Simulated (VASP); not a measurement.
Runs of VASP 6.6.1 on Ca. The structure is that of space group Fd-3m (No. 227), or close to it. The cells are those of the table. This isn't the form of Ca at room conditions, which is fcc.

| cell | gap on the mesh (eV) | pressure (GPa) |
| --- | --- | --- |
| a = 5.899 Å, angles 60.0°, 2 atoms | none | 0.4 |
| a = 6.065 Å, angles 60.0°, 2 atoms | none | 0.0 |
| a = 6.145 Å, angles 60.0°, 2 atoms | none | (b) |
| a = 6.299 Å, angles 60.0°, 2 atoms | none | (a) |
| a = 5.983 Å, angles 60.0°, 2 atoms | none | 0.2 |
| a = 5.812 Å, angles 60.0°, 2 atoms | none | 0.7 |
| a = 6.223 Å, angles 60.0°, 2 atoms | none | -0.3 |

Alike in all rows: task single point; level PBE; potentials or basis VASP PAW PBE potentials, release 64 (Ca_sv); no spin polarisation; k mesh 11 × 11 × 11; cutoff (eV) 520; smearing fermi-dirac 0.1 eV.

Question: Estimate the missing entries.

Answer: (a) -0.4; (b) -0.1.

A gap of «none» marks levels without a gap at the run's occupations.
